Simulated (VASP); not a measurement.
# BiTe (Fm-3m) in VASP: electric field gradients with B3LYP

Aim: the electric field gradients of BiTe with B3LYP.

All numbers are computed with VASP 6.6.1; they aren't measurements. Logs are shortened: lines on timing, memory, paths and dates and some standing lists are left out, and cuts for length are marked.

### 1 The cell of the first run

It takes space group Fm-3m (No. 225, cubic). Conventional cell: a = 6.470 Å, b = 6.470 Å, c = 6.470 Å, α = 90.00°, β = 90.00°, γ = 90.00°. Bi (site symmetry m-3m) has 6 Te at 3.23 Å within 4.3 Å. Within 4.3 Å of Te (site symmetry m-3m) lie 6 Bi at 3.23 Å.

### 2 Electric field gradients, B3LYP

POSCAR reads:

```
BiTe
1.0
    0.0000000000      3.2350000000      3.2350000000
    3.2350000000      0.0000000000      3.2350000000
    3.2350000000      3.2350000000      0.0000000000
Bi Te
1 1
Direct
    0.0000000000      0.0000000000      0.0000000000
    0.5000000000      0.5000000000      0.5000000000
```

INCAR.step1 reads:

```
ALGO = Normal ; EDIFF = 1E-5
ENCUT = 400 ; GGA = PE
GGA_COMPAT = F ; ISIF = 2
ISMEAR = -1 ; LASPH = T
LCHARG = F ; LREAL = F
LWAVE = T ; NBANDS = 18
NELM = 120 ; PREC = Accurate
SIGMA = 0.1
```

INCAR.step2 reads:

```
AEXX = 0.2 ; AGGAC = 0.81
AGGAX = 0.72 ; ALDAC = 0.19
ALGO = Normal ; EDIFF = 1E-8
ENCUT = 400 ; GGA = B3
GGA_COMPAT = F ; ISIF = 2
ISMEAR = -1 ; ISTART = 1
LASPH = T ; LCHARG = F
LEFG = T ; LHFCALC = T
LREAL = F ; LWAVE = F
NBANDS = 18 ; NELM = 120
PREC = Accurate ; PRECFOCK = Normal
SIGMA = 0.1
```

KPOINTS reads:

```
k-points
0
Gamma
  4 4 4
```

Potentials or basis: VASP PAW PBE potentials, release 64 (Bi_d, Te).

On the command line:

```sh
$ cat potpaw_PBE.64/Bi_d/POTCAR potpaw_PBE.64/Te/POTCAR > POTCAR
$ cp INCAR.step1 INCAR
$ mpirun -np 1 vasp_std > vasp.out
$ cp INCAR.step2 INCAR
$ mpirun -np 1 vasp_std > vasp.out
```

OUTCAR:

```text
AEXX = 0.2
   EDIFF = 1E-8
   ENCUT = 400
   GGA = B3
   ISIF = 2
   ISMEAR = -1
   ISTART = 1
   LASPH = T
   LHFCALC = T
   LREAL = F
   NELM = 120
   PREC = Accurate
   PRECFOCK = Normal

 ion  position               nearest neighbor table
   1  0.000  0.000  0.000-   2 3.23   2 3.23   2 3.23   2 3.23   2 3.23   2 3.23
   2  0.500  0.500  0.500-   1 3.23   1 3.23   1 3.23   1 3.23   1 3.23   1 3.23

  LATTYP: Found a face centered cubic cell.
 ALAT       =     6.4700000000

  Lattice vectors:

 A1 = (   0.0000000000,   3.2350000000,   3.2350000000)
 A2 = (   3.2350000000,   0.0000000000,   3.2350000000)
 A3 = (   3.2350000000,   3.2350000000,   0.0000000000)

Analysis of symmetry for initial positions (statically):
=====================================================================
 Subroutine PRICEL returns:
 Original cell was already a primitive cell.

 Routine SETGRP: Setting up the symmetry group for a
 face centered cubic supercell.

 Subroutine GETGRP returns: Found 48 space group operations
 (whereof 48 operations were pure point group operations)
 out of a pool of 48 trial point group operations.

The static configuration has the point symmetry O_h .

Analysis of symmetry for dynamics (positions and initial velocities):
=====================================================================
 Subroutine PRICEL returns:
 Original cell was already a primitive cell.

 Routine SETGRP: Setting up the symmetry group for a
 face centered cubic supercell.

 Subroutine GETGRP returns: Found 48 space group operations
 (whereof 48 operations were pure point group operations)
 out of a pool of 48 trial point group operations.

The dynamic configuration has the point symmetry O_h .

 Subroutine INISYM returns: Found 48 space group operations
 (whereof 48 operations are pure point group operations),
 and found     1 'primitive' translations

----------------------------------------------------------------------------------------

                                     Primitive cell

  volume of cell :      67.7100

  direct lattice vectors                    reciprocal lattice vectors
     0.000000000  3.235000000  3.235000000    -0.154559505  0.154559505  0.154559505
     3.235000000  0.000000000  3.235000000     0.154559505 -0.154559505  0.154559505
     3.235000000  3.235000000  0.000000000     0.154559505  0.154559505 -0.154559505

  length of vectors
     4.574980874  4.574980874  4.574980874     0.267704916  0.267704916  0.267704916

  position of ions in fractional coordinates (direct lattice)
     0.000000000  0.000000000  0.000000000
     0.500000000  0.500000000  0.500000000

  ion indices of the primitive-cell ions
   primitive index   ion index
                 1           1
                 2           2

----------------------------------------------------------------------------------------

 KPOINTS: k-points

Automatic generation of k-mesh.
 Grid dimensions read from file:
 generate k-points for:    4    4    4

 Generating k-lattice:

  Cartesian coordinates                     Fractional coordinates (reciprocal lattice)
    -0.038639876  0.038639876  0.038639876     0.250000000  0.000000000  0.000000000
     0.038639876 -0.038639876  0.038639876     0.000000000  0.250000000  0.000000000
     0.038639876  0.038639876 -0.038639876     0.000000000  0.000000000  0.250000000

  Length of vectors
     0.066926229  0.066926229  0.066926229

  Shift w.r.t. Gamma in fractional coordinates (k-lattice)
     0.000000000  0.000000000  0.000000000

 Subroutine IBZKPT returns following result:
 ===========================================

 Found      8 irreducible k-points:

 Following reciprocal coordinates:
            Coordinates               Weight
  0.000000  0.000000  0.000000      1.000000
  0.250000  0.000000  0.000000      8.000000
  0.500000  0.000000  0.000000      4.000000
  0.250000  0.250000  0.000000      6.000000
  0.500000  0.250000  0.000000     24.000000
 -0.250000  0.250000  0.000000     12.000000
  0.500000  0.500000  0.000000      3.000000
 -0.250000  0.500000  0.250000      6.000000
   k-points           NKPTS =      8   k-points in BZ     NKDIM =     64   number of bands    NBANDS=     18
   number of dos      NEDOS =    301   number of ions     NIONS =      2
   total plane-waves  NPLWV =  27000
   dimension x,y,z NGX =    30 NGY =   30 NGZ =   30
   dimension x,y,z NGXF=    60 NGYF=   60 NGZF=   60
   ions per type =               1   1
   NGX,Y,Z   is equivalent  to a cutoff of  10.90, 10.90, 10.90 a.u.
   NGXF,Y,Z  is equivalent  to a cutoff of  21.80, 21.80, 21.80 a.u.
 SYSTEM =  unknown system
   PREC   = accura    normal or accurate (medium, high low for compatibility)
   ISTART =      1    job   : 0-new  1-cont  2-samecut
   ICHARG =      0    charge: 1-file 2-atom 10-const
   ISPIN  =      1    spin polarized calculation?
   LNONCOLLINEAR =      F non collinear calculations
   LSORBIT =      F    spin-orbit coupling
   LASPH  =      T    aspherical Exc in radial PAW
   ENCUT  =  400.0 eV  29.40 Ry    5.42 a.u.   7.46  7.46  7.46*2*pi/ulx,y,z
   NELM   =    120;   NELMIN=  2; NELMDL=  0     # of ELM steps
   EDIFF  = 0.1E-07   stopping-criterion for ELM
   LREAL  =      F    real-space projection
   EDIFFG = 0.1E-06   stopping-criterion for IOM
   NSW    =      0    number of steps for IOM
   IBRION =     -1    ionic relax: 0-MD 1-quasi-New 2-CG
   NFREE  =      0    steps in history (QN), initial steepest desc. (CG)
   ISIF   =      2    stress and relaxation
   ISYM   =      3    0-nonsym 1-usesym 2-fastsym
   POTIM  = 0.5000    time-step for ionic-motion
   TEBEG  =    0.0;   TEEND  =   0.0 temperature during run
   PSTRESS=    0.0 pullay stress
   NELECT =      21.0000    total number of electrons
   NUPDOWN=      -1.0000    fix difference up-down
   EMIN   =  10.00;   EMAX   =-10.00  energy-range for DOS
   EFERMI =   0.00;   METHOD = LEGACY
   ISMEAR =    -1;   SIGMA  =   0.10  broadening in eV -4-tet -1-fermi 0-gaus
   EFERMI_NEDOS =   21; number of points for ismear=-14 and -15
   IALGO  =     38    algorithm
   IMIX   =      1    mixing-type and parameters
     AMIX     =   0.40;   BMIX     =  1.00
     AMIX_MAG =   1.60;   BMIX_MAG =  1.00
  volume/ion in A,a.u.               =      33.86       228.46
  Fermi-wavevector in a.u.,A,eV,Ry     =   1.108146  2.094092 16.707785  1.227988
  Thomas-Fermi vector in A             =   2.244669
   LORBIT       =      0    0 simple, 1 ext, 2 COOP (PROOUT), +10 PAW based schemes
   GGA     = B3    functional components
   LHFCALC =     T    Hartree Fock is set to
   PRECFOCK=normal    Normal, Fast or Accurate (Low or Medium for compatibility)
   ENCUT4O =  -1.0   cutoff for four orbital integrals eV
   NKREDX  =     1    reduce k-point grid by
   NKREDY  =     1    reduce k-point grid by
   NKREDZ  =     1    reduce k-point grid by
   AEXX    =    0.2000 exact exchange contribution
   HFSCREEN=    0.0000 screening length (either q_TF or 0.3 A-1)
   HFSCREENC=   0.0000 screening length for correlation (either q_TF or 0.3 A-1)
   ENCUTFOCK=  -1.0 apply spherical cutoff to Coloumb kernel
   IVDW    =     0    specifies the selected vdW correction
   LEPSILON=     F    determine dielectric tensor
   LRPA    =     F    only Hartree local field effects (RPA)
 non-spin polarized calculation
  energy-cutoff  :      400.00
  volume of cell :       67.71
 maximum number of plane-waves:      1243
 NGX is ok and might be reduce to    30
  NGX = 24; NGY = 24; NGZ = 24

 number of electron      21.0000008 magnetization

 Free energy of the ion-electron system (eV)
  ---------------------------------------------------
  ext. energy  EPLUGINS =         0.00000000
  ---------------------------------------------------
  free energy    TOTEN  =        -8.03445569 eV

  energy without entropy =       -8.01254316  energy(sigma->0) =       -8.02349943

 E-fermi :   6.8698     XC(G=0):  -7.4420

 val. band max:        6.4626861855   @ k =  -0.2500   0.2500   0.0000
 cond. band min:       7.0175716439   @ k =  -0.2500   0.2500   0.0000
 fundamental gap:      0.5548854584
 Fermi energy:         6.8698482211

 k-point     1 :       0.0000    0.0000    0.0000
  band No.  band energies     occupation
      1     -18.3516      2.00000
      2     -18.3516      2.00000
      3     -18.3390      2.00000
      4     -18.3390      2.00000
      5     -18.3390      2.00000
      6      -8.2405      2.00000
[... 10 lines left out ...]
     17      13.9487      0.00000
     18      14.3686      0.00000
[... 130 lines left out ...]
      2     -18.3516      2.00000
      3     -18.3357      2.00000
      4     -18.3357      2.00000
      5     -18.3285      2.00000
      6      -5.7773      2.00000
[... 10 lines left out ...]
     17      17.5248      0.00000
     18      18.5741      0.00000

------------------------ aborting loop because EDIFF is reached ----------------------------------------

  FORCE on cell =-STRESS in cart. coord.  units (eV):
  Direction    XX          YY          ZZ          XY          YZ          ZX
  --------------------------------------------------------------------------------------
  -------------------------------------------------------------------------------------
  Total        0.8256003      0.8256003      0.8256003     -0.0000000     -0.0000000      0.0000000
  in kB       19.5356364     19.5356364     19.5356364     -0.0000000     -0.0000000      0.0000000
  external PRESSURE =      19.5356364 kB  Pullay stress =       0.0000000 kB

 VOLUME and BASIS-vectors are now :
 -----------------------------------------------------------------------------
  energy-cutoff  :      400.00
  volume of cell :       67.71
      direct lattice vectors                 reciprocal lattice vectors
     0.000000000  3.235000000  3.235000000    -0.154559505  0.154559505  0.154559505
     3.235000000  0.000000000  3.235000000     0.154559505 -0.154559505  0.154559505
     3.235000000  3.235000000  0.000000000     0.154559505  0.154559505 -0.154559505

 POSITION                                       TOTAL-FORCE (eV/Angst)
 -----------------------------------------------------------------------------------
      0.00000      0.00000      0.00000         0.000000     -0.000000     -0.000000
      3.23500      3.23500      3.23500        -0.000000      0.000000      0.000000
 -----------------------------------------------------------------------------------
    total drift:                                0.000000      0.000000      0.000000

  FREE ENERGIE OF THE ION-ELECTRON SYSTEM (eV)
  ---------------------------------------------------
  free  energy   TOTEN  =        -8.0344556909 eV

  energy  without entropy=       -8.0125431600  energy(sigma->0) =       -8.02349943

 Electric field gradients (V/A^2)
---------------------------------------------------------------------
 ion       V_xx      V_yy      V_zz      V_xy      V_xz      V_yz
---------------------------------------------------------------------
   1      -0.000    -0.000     0.000     0.001     0.001     0.001
   2       0.000    -0.000     0.000     0.000     0.000     0.000
---------------------------------------------------------------------

 Electric field gradients after diagonalization (V/A^2)
 (convention: |V_zz| > |V_xx| > |V_yy|)
----------------------------------------------------------------------
 ion       V_xx      V_yy      V_zz     asymmetry (V_yy - V_xx)/ V_zz
----------------------------------------------------------------------
   1      -0.001    -0.001     0.001       0.147
   2      -0.000    -0.000     0.001       0.031
----------------------------------------------------------------------

           NMR quadrupolar parameters

 Cq : quadrupolar parameter    Cq=e*Q*V_zz/h
 eta: asymmetry parameters     (V_yy - V_xx)/ V_zz
 Q  : nuclear electric quadrupole moment in mb (millibarn)
----------------------------------------------------------------------
 ion       Cq(MHz)       eta       Q (mb)
----------------------------------------------------------------------
   1       0.000       0.147       1.000
   2       0.000       0.031       1.000
----------------------------------------------------------------------
```

It took 16 min on 1 thread of Intel Xeon Platinum 8259CL at 2.50GHz (Skylake/Cascade Lake), shared host; peak memory 0.17 GiB.

What came out:

- Free energy: -8.0345 eV
- Pressure: 2.0 GPa
- Band gap on the k mesh: zero (an odd number of electrons rules out a gap without spin polarisation)
- Largest electric field gradient by atom: under 0.05 V/Å² on every atom

Caveat: the k points lie up to 0.42 Å⁻¹ apart, too coarse for converged energies and pressures of a metal; the PAW data sets were made with another functional, which shifts forces and pressure a little; spin-orbit coupling is left out, which moves the levels of the heavy elements.

The gap in the log of VASP goes by the Fermi energy; the results here count the filled bands.